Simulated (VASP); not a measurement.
Ga, 2 atoms in the cell. Symmetry: P2_1/m, No. 11, monoclinic system. Conventional cell: a = 2.778 Å, b = 3.282 Å, c = 4.210 Å, α = 90.00°, β = 108.61°, γ = 90.00°. Ga (site symmetry m) has 10 Ga at 2.71 to 3.28 Å within 3.6 Å. 

| Property | Result |
| --- | --- |
| Program | VASP 6.6.1 |
| Task | single point |
| Functional | PBE-based screened hybrid with 25 % exact exchange |
| Potentials or basis | VASP PAW PBE potentials, release 64 (Ga_d) |
| Cutoff | 520 eV |
| k mesh | 5 × 4 × 4 |
| Occupations | fermi-dirac, width 0.05 eV |
| Spin | no spin polarisation |
| Dipole correction | no |
| Grid for exact exchange (PRECFOCK) | Normal |
| Share of exact exchange | 0.25 |
| Further INCAR settings | ALGO = Normal; EDIFF = 1e-06; NBANDS = 20 |
| Screening parameter | 0.3 1/Å |

Potentials or basis: VASP PAW PBE potentials, release 64 (Ga_d).

Command:

```console
$ cat potpaw_PBE.64/Ga_d/POTCAR > POTCAR
$ cp INCAR.step1 INCAR
$ mpirun -np 1 vasp_std > vasp.out
$ cp INCAR.step2 INCAR
$ mpirun -np 1 vasp_std > vasp.out
```

Hardware: 1 thread of Oxide Virtual Turin-like Processor, on a shared host.

How long does it take, and how much memory?

Wall time 79 min on 1 thread of Oxide Virtual Turin-like Processor, with other jobs on the host, peak memory 0.24 GiB. Counts: k points 33.
